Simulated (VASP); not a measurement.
# SiO2 (P4_2/mnm) in VASP: single point with PBE

Aim: the single point of SiO2 with PBE.

All numbers are computed with VASP 6.6.1; they aren't measurements. Logs are shortened: lines on timing, memory, paths and dates and some standing lists are left out, and cuts for length are marked.

## Step 1: The cell of the first run

It takes space group P4_2/mnm (No. 136, tetragonal). The conventional cell has a = 4.177 Å, b = 4.177 Å, c = 2.665 Å, α = 90.00°, β = 90.00°, γ = 90.00°. Si (site symmetry mmm) has 6 O at 1.76 to 1.81 Å within 2.3 Å. Within 2.3 Å of O (site symmetry m2m) lie 3 Si at 1.76 to 1.81 Å and 1 O at 2.29 Å.

## Step 2: Single point, PBE

INCAR reads:

```
SYSTEM = SiO2
PREC     = Accurate       ! precision mode
ENCUT    = 600            ! plane-wave cutoff, eV
EDIFF    = 1E-6           ! SCF threshold, eV
ISMEAR   = -1             ! smearing method
SIGMA    = 0.02           ! smearing width, eV
LREAL    = .FALSE.        ! projectors in reciprocal space
LASPH    = .TRUE.         ! aspherical terms in the spheres
NELM     = 120            ! most SCF steps
ALGO     = Normal         ! electronic algorithm
ISIF     = 2              ! what is computed and relaxed
LWAVE    = .FALSE.        ! write WAVECAR
LCHARG   = .FALSE.        ! write CHGCAR
GGA      = PE             ! functional
NBANDS   = 44             ! bands
GGA_COMPAT= .FALSE.
```

KPOINTS reads:

```
Automatic mesh
0
G
  4 4 2
  0 0 0
```

POSCAR reads:

```
SiO2
1.0
    4.1773000000      0.0000000000      0.0000000000
    0.0000000000      4.1773000000      0.0000000000
    0.0000000000      0.0000000000      5.3304000000
Si O
4 8
Direct
    0.0000000000      0.0000000000      0.0000000000
    0.5000000000      0.5000000000      0.2500000000
    0.0000000000      0.0000000000      0.5000000000
    0.5000000000      0.5000000000      0.7500000000
    0.3059000000      0.3059000000      0.0000000000
    0.1941000000      0.8059000000      0.2500000000
    0.6941000000      0.6941000000      0.0000000000
    0.8059000000      0.1941000000      0.2500000000
    0.3059000000      0.3059000000      0.5000000000
    0.1941000000      0.8059000000      0.7500000000
    0.6941000000      0.6941000000      0.5000000000
    0.8059000000      0.1941000000      0.7500000000
```

Potentials or basis: VASP PAW PBE potentials, release 64 (Si, O).

Run with:

```sh
$ cat potpaw_PBE.64/Si/POTCAR potpaw_PBE.64/O/POTCAR > POTCAR
$ mpirun -np 1 vasp_std > vasp.out
```

OUTCAR:

```text
SYSTEM = SiO2
   PREC = Accurate
   ENCUT = 600
   EDIFF = 1E-6
   ISMEAR = -1
   LREAL = .FALSE.
   LASPH = .TRUE.
   NELM = 120
   ISIF = 2
   GGA = PE

 ion  position               nearest neighbor table
   1  0.000  0.000  0.000-   6 1.76   8 1.76  10 1.76  12 1.76   7 1.81   5 1.81   3 2.67   3 2.67

   2  0.500  0.500  0.250-   5 1.76   7 1.76   9 1.76  11 1.76   6 1.81   8 1.81   4 2.67   4 2.67

   3  0.000  0.000  0.500-   6 1.76   8 1.76  10 1.76  12 1.76  11 1.81   9 1.81   1 2.67   1 2.67

   4  0.500  0.500  0.750-   5 1.76   7 1.76   9 1.76  11 1.76  10 1.81  12 1.81   2 2.67   2 2.67

   5  0.306  0.306  0.000-   2 1.76   4 1.76   1 1.81
   6  0.194  0.806  0.250-   1 1.76   3 1.76   2 1.81
   7  0.694  0.694  0.000-   2 1.76   4 1.76   1 1.81
   8  0.806  0.194  0.250-   1 1.76   3 1.76   2 1.81
   9  0.306  0.306  0.500-   2 1.76   4 1.76   3 1.81
  10  0.194  0.806  0.750-   1 1.76   3 1.76   4 1.81
  11  0.694  0.694  0.500-   2 1.76   4 1.76   3 1.81
  12  0.806  0.194  0.750-   1 1.76   3 1.76   4 1.81

  LATTYP: Found a simple tetragonal cell.
 ALAT       =     4.1773000000
 C/A-ratio  =     1.2760395471

  Lattice vectors:

 A1 = (   4.1773000000,   0.0000000000,   0.0000000000)
 A2 = (   0.0000000000,   4.1773000000,   0.0000000000)
 A3 = (   0.0000000000,   0.0000000000,   5.3304000000)

Analysis of symmetry for initial positions (statically):
=====================================================================
 Subroutine PRICEL returns following result:

  LATTYP: Found a simple tetragonal cell.
 ALAT       =     4.1773000000
 C/A-ratio  =     0.6380197735

  Lattice vectors:

 A1 = (   4.1773000000,   0.0000000000,   0.0000000000)
 A2 = (   0.0000000000,   4.1773000000,   0.0000000000)
 A3 = (   0.0000000000,   0.0000000000,   2.6652000000)

   2 primitive cells build up your supercell.

 Routine SETGRP: Setting up the symmetry group for a
 simple tetragonal supercell.

 Subroutine GETGRP returns: Found 16 space group operations
 (whereof  8 operations were pure point group operations)
 out of a pool of 16 trial point group operations.

The static configuration has the point symmetry D_2h.
 The point group associated with its full space group is D_4h.

Analysis of symmetry for dynamics (positions and initial velocities):
=====================================================================
 Subroutine PRICEL returns following result:

  LATTYP: Found a simple tetragonal cell.
 ALAT       =     4.1773000000
 C/A-ratio  =     0.6380197735

  Lattice vectors:

 A1 = (   4.1773000000,   0.0000000000,   0.0000000000)
 A2 = (   0.0000000000,   4.1773000000,   0.0000000000)
 A3 = (   0.0000000000,   0.0000000000,   2.6652000000)

   2 primitive cells build up your supercell.

 Routine SETGRP: Setting up the symmetry group for a
 simple tetragonal supercell.

 Subroutine GETGRP returns: Found 16 space group operations
 (whereof  8 operations were pure point group operations)
 out of a pool of 16 trial point group operations.

The dynamic configuration has the point symmetry D_2h.
 The point group associated with its full space group is D_4h.

 Subroutine INISYM returns: Found 16 space group operations
 (whereof  8 operations are pure point group operations),
 and found     2 'primitive' translations

----------------------------------------------------------------------------------------

                                     Primitive cell

  volume of cell :      46.5073

  direct lattice vectors                    reciprocal lattice vectors
     4.177300000  0.000000000  0.000000000     0.239389079  0.000000000  0.000000000
     0.000000000  4.177300000  0.000000000     0.000000000  0.239389079  0.000000000
     0.000000000  0.000000000  2.665200000     0.000000000  0.000000000  0.375206363

  length of vectors
     4.177300000  4.177300000  2.665200000     0.239389079  0.239389079  0.375206363

  position of ions in fractional coordinates (direct lattice)
     0.000000000  0.000000000  0.000000000
     0.500000000  0.500000000  0.500000000
     0.305900000  0.305900000  0.000000000
     0.194100000  0.805900000  0.500000000
     0.694100000  0.694100000  0.000000000
     0.805900000  0.194100000  0.500000000

  ion indices of the primitive-cell ions
   primitive index   ion index
                 1           1
                 2           2
                 3           5
                 4           6
                 5           7
                 6           8

----------------------------------------------------------------------------------------

 KPOINTS: Automatic mesh

Automatic generation of k-mesh.
 Grid dimensions read from file:
 generate k-points for:    4    4    2

 Generating k-lattice:

  Cartesian coordinates                     Fractional coordinates (reciprocal lattice)
     0.059847270  0.000000000  0.000000000     0.250000000  0.000000000  0.000000000
     0.000000000  0.059847270  0.000000000     0.000000000  0.250000000  0.000000000
     0.000000000  0.000000000  0.093801591     0.000000000  0.000000000  0.500000000

  Length of vectors
     0.059847270  0.059847270  0.093801591

  Shift w.r.t. Gamma in fractional coordinates (k-lattice)
     0.000000000  0.000000000  0.000000000

 Subroutine IBZKPT returns following result:
 ===========================================

 Found     12 irreducible k-points:

 Following reciprocal coordinates:
            Coordinates               Weight
  0.000000  0.000000  0.000000      1.000000
  0.250000  0.000000  0.000000      4.000000
  0.500000  0.000000  0.000000      2.000000
  0.250000  0.250000  0.000000      4.000000
  0.500000  0.250000  0.000000      4.000000
  0.500000  0.500000  0.000000      1.000000
  0.000000  0.000000  0.500000      1.000000
  0.250000  0.000000  0.500000      4.000000
  0.500000  0.000000  0.500000      2.000000
  0.250000  0.250000  0.500000      4.000000
  0.500000  0.250000  0.500000      4.000000
  0.500000  0.500000  0.500000      1.000000
   k-points           NKPTS =     12   k-points in BZ     NKDIM =     12   number of bands    NBANDS=     44
   number of dos      NEDOS =    301   number of ions     NIONS =     12
   total plane-waves  NPLWV =  62208
   dimension x,y,z NGX =    36 NGY =   36 NGZ =   48
   dimension x,y,z NGXF=    72 NGYF=   72 NGZF=   96
   ions per type =               4   8
   NGX,Y,Z   is equivalent  to a cutoff of  14.33, 14.33, 14.97 a.u.
   NGXF,Y,Z  is equivalent  to a cutoff of  28.65, 28.65, 29.94 a.u.
 SYSTEM =  SiO2
   PREC   = accura    normal or accurate (medium, high low for compatibility)
   ISTART =      0    job   : 0-new  1-cont  2-samecut
   ICHARG =      2    charge: 1-file 2-atom 10-const
   ISPIN  =      1    spin polarized calculation?
   LNONCOLLINEAR =      F non collinear calculations
   LSORBIT =      F    spin-orbit coupling
   LASPH  =      T    aspherical Exc in radial PAW
   ENCUT  =  600.0 eV  44.10 Ry    6.64 a.u.   8.34  8.34 10.65*2*pi/ulx,y,z
   NELM   =    120;   NELMIN=  2; NELMDL= -5     # of ELM steps
   EDIFF  = 0.1E-05   stopping-criterion for ELM
   LREAL  =      F    real-space projection
   EDIFFG = 0.1E-04   stopping-criterion for IOM
   NSW    =      0    number of steps for IOM
   IBRION =     -1    ionic relax: 0-MD 1-quasi-New 2-CG
   NFREE  =      0    steps in history (QN), initial steepest desc. (CG)
   ISIF   =      2    stress and relaxation
   ISYM   =      2    0-nonsym 1-usesym 2-fastsym
   POTIM  = 0.5000    time-step for ionic-motion
   TEBEG  =    0.0;   TEEND  =   0.0 temperature during run
   PSTRESS=    0.0 pullay stress
   NELECT =      64.0000    total number of electrons
   NUPDOWN=      -1.0000    fix difference up-down
   EMIN   =  10.00;   EMAX   =-10.00  energy-range for DOS
   EFERMI =   0.00;   METHOD = LEGACY
   ISMEAR =    -1;   SIGMA  =   0.02  broadening in eV -4-tet -1-fermi 0-gaus
   EFERMI_NEDOS =   21; number of points for ismear=-14 and -15
   IALGO  =     38    algorithm
   IMIX   =      4    mixing-type and parameters
     AMIX     =   0.40;   BMIX     =  1.00
     AMIX_MAG =   1.60;   BMIX_MAG =  1.00
  volume/ion in A,a.u.               =       7.75        52.31
  Fermi-wavevector in a.u.,A,eV,Ry     =   1.445277  2.731178 28.420200  2.088826
  Thomas-Fermi vector in A             =   2.563477
   LORBIT       =      0    0 simple, 1 ext, 2 COOP (PROOUT), +10 PAW based schemes
   GGA     = PE    functional components
   LHFCALC =     F    Hartree Fock is set to
   AEXX    =    0.0000 exact exchange contribution
   IVDW    =     0    specifies the selected vdW correction
   LEPSILON=     F    determine dielectric tensor
   LRPA    =     F    only Hartree local field effects (RPA)
 non-spin polarized calculation
  energy-cutoff  :      600.00
  volume of cell :       93.01
 maximum number of plane-waves:      3126
 NGX is ok and might be reduce to    36
   NGX = 17   NGY = 17   NGZ = 21

 number of electron      64.0000003 magnetization

 Free energy of the ion-electron system (eV)
  ---------------------------------------------------
  ext. energy  EPLUGINS =         0.00000000
  ---------------------------------------------------
  free energy    TOTEN  =       -92.51060844 eV

  energy without entropy =      -92.51060844  energy(sigma->0) =      -92.51060844

 E-fermi :   8.7252     XC(G=0): -12.2769

 val. band max:        8.2618927753   @ k =   0.0000   0.0000   0.0000
 cond. band min:      13.8861509658   @ k =   0.0000   0.0000   0.0000
 fundamental gap:      5.6242581904
 Fermi energy:         8.7251571425

 k-point     1 :       0.0000    0.0000    0.0000
  band No.  band energies     occupation
      1     -14.3348      2.00000
      2     -11.6370      2.00000
      3     -11.6370      2.00000
      4     -10.6973      2.00000
      5     -10.6973      2.00000
      6     -10.4570      2.00000
[... 36 lines left out ...]
     43      21.0445      0.00000
     44      21.0451      0.00000
[... 476 lines left out ...]
      4     -12.0051      2.00000
      5     -10.6271      2.00000
      6     -10.6271      2.00000
[... 36 lines left out ...]
     43      20.8401      0.00000
     44      20.8401      0.00000

------------------------ aborting loop because EDIFF is reached ----------------------------------------

  FORCE on cell =-STRESS in cart. coord.  units (eV):
  Direction    XX          YY          ZZ          XY          YZ          ZX
  --------------------------------------------------------------------------------------
  -------------------------------------------------------------------------------------
  Total        5.8512623      5.8512623      7.4189273      0.0000000      0.0000000      0.0000000
  in kB      100.7880446    100.7880446    127.7910872      0.0000000      0.0000000      0.0000000
  external PRESSURE =     109.7890588 kB  Pullay stress =       0.0000000 kB

 VOLUME and BASIS-vectors are now :
 -----------------------------------------------------------------------------
  energy-cutoff  :      600.00
  volume of cell :       93.01
      direct lattice vectors                 reciprocal lattice vectors
     4.177300000  0.000000000  0.000000000     0.239389079  0.000000000  0.000000000
     0.000000000  4.177300000  0.000000000     0.000000000  0.239389079  0.000000000
     0.000000000  0.000000000  5.330400000     0.000000000  0.000000000  0.187603182

 POSITION                                       TOTAL-FORCE (eV/Angst)
 -----------------------------------------------------------------------------------
      0.00000      0.00000      0.00000         0.000000      0.000000     -0.000000
      2.08865      2.08865      1.33260         0.000000     -0.000000     -0.000000
      0.00000      0.00000      2.66520         0.000000      0.000000     -0.000000
      2.08865      2.08865      3.99780         0.000000     -0.000000     -0.000000
      1.27784      1.27784      0.00000        -0.069352     -0.069352      0.000000
      0.81081      3.36649      1.33260         0.069352     -0.069352     -0.000000
      2.89946      2.89946      0.00000         0.069352      0.069352      0.000000
      3.36649      0.81081      1.33260        -0.069352      0.069352      0.000000
      1.27784      1.27784      2.66520        -0.069352     -0.069352     -0.000000
      0.81081      3.36649      3.99780         0.069352     -0.069352      0.000000
      2.89946      2.89946      2.66520         0.069352      0.069352      0.000000
      3.36649      0.81081      3.99780        -0.069352      0.069352      0.000000
 -----------------------------------------------------------------------------------
    total drift:                               -0.000000      0.000000     -0.000000

  FREE ENERGIE OF THE ION-ELECTRON SYSTEM (eV)
  ---------------------------------------------------
  free  energy   TOTEN  =       -92.5106084413 eV

  energy  without entropy=      -92.5106084413  energy(sigma->0) =      -92.51060844
```

Wall time 29 s (1 thread of Intel Xeon Platinum 8559C (Emerald Rapids), shared host); peak memory 0.24 GiB.

Results:

```yaml
Free_energy: -92.5106 eV
Pressure: 11.0 GPa
Largest_force: 0.098 eV/Å
Band_gap_on_the_k_mesh: 5.62 eV
```

Forces in eV/Å, atoms in the order of the input:
```
Si   0.000  0.000  0.000
Si   0.000  0.000  0.000
Si   0.000  0.000  0.000
Si   0.000  0.000  0.000
O   -0.069 -0.069  0.000
O    0.069 -0.069  0.000
O    0.069  0.069  0.000
O   -0.069  0.069  0.000
O   -0.069 -0.069  0.000
O    0.069 -0.069  0.000
O    0.069  0.069  0.000
O   -0.069  0.069  0.000
```

Stress tensor (GPa, compression positive):
```
10.08  0.00  0.00
 0.00 10.08  0.00
 0.00  0.00 12.78
```

Levels at points of the mesh, in eV from the valence-band top:
```
           k point  band 30  band 31  band 32  band 33  band 34  band 35
(0.00, 0.00, 0.00)    -0.88    -0.88     0.00     5.62     6.72     8.52
(0.50, 0.00, 0.00)    -1.76    -1.07    -1.07     7.76     7.76     8.80
(0.50, 0.50, 0.00)    -1.77    -1.56    -1.56     7.19     7.19     7.45
(0.00, 0.00, 0.50)    -1.52    -0.79    -0.79     7.50     7.50     9.88
(0.50, 0.00, 0.50)    -1.44    -1.44    -1.44     9.08     9.08     9.08
(0.50, 0.50, 0.50)    -1.72    -1.72    -1.72     8.15     8.15     8.15
```

Caveat: the k points lie up to 0.59 Å⁻¹ apart.
